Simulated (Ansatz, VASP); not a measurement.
Si16O in VASP and in Ansatz

```xyz
17
Lattice="0.0000 5.4300 5.4300 5.4300 0.0000 5.4300 5.4300 5.4300 0.0000" Properties=species:S:1:pos:R:3 pbc="T T T"
Si   -0.0231    0.0467   -0.0114
Si    1.3003    1.4040    1.3218
Si    2.5932    2.7361   -0.1090
Si    3.9335    4.1217    1.2435
Si    2.3747   -0.1457    2.6654
Si    4.0595    1.5929    4.3404
Si    5.1425    2.5801    2.5461
Si    6.4747    3.8729    3.9554
Si    0.0262    2.7509    2.7839
Si    1.3864    4.1394    4.1105
Si    2.6641    5.4856    2.6726
Si    4.0278    6.8109    4.0492
Si    2.7426    2.9916    5.6584
Si    4.1496    4.2839    6.9921
Si    5.4069    5.4515    5.3796
Si    6.7522    6.8385    6.7274
O     8.1103    6.1270    4.0676
```

Alike in both runs: functional PBE; k mesh 2 × 2 × 2; occupations fermi-dirac, width 0.05 eV; collinear spin.

Ansatz relaxed the structure, and its values are those at the end. VASP's run is a single point on that final structure, the one shown.

|  | VASP | Ansatz |
| --- | --- | --- |
| version | VASP 6.6.1 | Ansatz 0.2.0 |
| potentials or method | VASP PAW PBE potentials, release 64 (Si, O), cutoff 520 eV | scalar-relativistic, plane waves, PAW |
| valence electrons in the cell | 70 | 70 |

```csv
,VASP,Ansatz,Ansatz less VASP
rms of the force components (eV/Å),0.017,0.018,+0.0009
net moment per atom (μB),0.00,0.00,0.000
```

Ansatz's warnings: seeded moment not kept.

The k mesh is coarse, so the values compare programs but aren't converged.
